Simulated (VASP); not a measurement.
Input of a VASP 6.6.1 run:

Contents of INCAR:

```
PREC     = Accurate       # precision mode
ENCUT    = 520            # plane-wave cutoff, eV
EDIFF    = 1E-7           # SCF threshold, eV
ISMEAR   = 0              # smearing method
SIGMA    = 0.15           # smearing width, eV
LREAL    = False          # projectors in reciprocal space
LASPH    = True           # aspherical terms in the spheres
NELM     = 100            # most SCF steps
ALGO     = Normal         # electronic algorithm
ISIF     = 2              # what is computed and relaxed
LWAVE    = False          # write WAVECAR
LCHARG   = False          # write CHGCAR
GGA      = CA             # functional
NBANDS   = 42             # bands
```

File KPOINTS:

```
Automatic mesh
0
Gamma
  8 8 8
```

POSCAR

```
HW3N4
1.0
    4.1569984136      0.0000000000      0.0000000000
    0.0000000000      4.1569984136      0.0000000000
    0.0000000000      0.0000000000      4.1569984136
W N H
3 4 1
Direct
    0.5000000000      0.5000000000      0.0000000000
    0.0000000000      0.5000000000      0.5000000000
    0.5000000000      0.0000000000      0.5000000000
    0.5000000000      0.5000000000      0.5000000000
    0.5000000000      0.0000000000      0.0000000000
    0.0000000000      0.5000000000      0.0000000000
    0.0000000000      0.0000000000      0.5000000000
   -1.0833318003      0.9166681997      0.9166681997
```

Potentials or basis: VASP PAW LDA potentials, release 64 (W_sv, N, H).

Launch:

```console
$ cat potpaw_LDA.64/W_sv/POTCAR potpaw_LDA.64/N/POTCAR potpaw_LDA.64/H/POTCAR > POTCAR
$ mpirun -np 1 vasp_std > vasp.out
```

(1) Predict the largest force.

(2) Estimate the pressure.

Answers

(1) 0.887 eV/Å.

(2) 8.9 GPa.
